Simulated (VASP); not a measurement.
**HfTi: vibrations by perturbation theory with PBEsol**

Crystal: HfTi.

```xyz
2
Lattice="3.0847 0.0000 0.0000 -1.5423 2.6714 0.0000 0.0000 0.0000 4.8274" Properties=species:S:1:pos:R:3 pbc="T T T"
Hf    1.5423    0.8905    2.4137
Ti    0.0000    1.7809    0.0000
```

```json
{
 "Program": "VASP 6.6.1",
 "Task": "vibrations by perturbation theory",
 "Functional": "PBEsol",
 "Potentials or basis": "VASP PAW PBE potentials, release 64 (Hf_pv, Ti_sv)",
 "Cutoff": "520 eV",
 "k mesh": "12 × 12 × 8",
 "Occupations": "fermi-dirac, width 0.1 eV",
 "Spin": "no spin polarisation",
 "Dipole correction": "no",
 "Further INCAR settings": "ALGO = Normal; EDIFF = 1e-08; NBANDS = 18; IBRION = 8; NSW = 1"
}
```

| Item | Value |
| --- | --- |
| Highest phonon frequency at Γ | 154 cm⁻¹ |

Phonon frequencies in cm⁻¹ (negative: imaginary):
```tsv
q point	frequencies
(0.000, 0.000, 0.000)	0 0 0 105 105 154
```

Wall time 21 min on 1 thread of AMD EPYC 9R45 96-Core Processor (Zen 5), on a shared host, peak memory 0.6 GiB.

Caveat: the cell stands under pressure or tension, which shifts response properties.
